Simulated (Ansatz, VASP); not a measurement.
**RuS in VASP and in Ansatz**

```xyz
2
Lattice="0.0000 2.7643 2.7643 2.7643 0.0000 2.7643 2.7643 2.7643 0.0000" Properties=species:S:1:pos:R:3 pbc="T T T"
Ru    0.0000    0.0000    0.0000
S     1.3821    1.3821    1.3821
```

Alike in both runs: task single point; functional r2SCAN; k mesh 6 × 6 × 6; occupations gaussian, width 0.05 eV; no spin polarisation; Hubbard terms Ru d U = 4.0 eV.

```csv
,VASP,Ansatz
version,VASP 6.6.1,Ansatz 0.2.0
potentials or method,"VASP PAW PBE potentials, release 64 (Ru_sv, S)",Ansatz PAW
plane-wave cutoff (eV),660,500
valence electrons in the cell,22,22
```

|  | VASP | Ansatz | Ansatz less VASP |
| --- | --- | --- | --- |
| gap on the k mesh at the Fermi level (eV) | none | none | - |
| pressure (GPa) | -17.0 | -18.1 | -1.16 |

VASP's potentials were made for PBE, not for r2SCAN. The programs project onto different local orbitals, so the same U acts differently, and such runs can settle in different states. A gap of «none» marks a metal or a gap that the smearing closes.
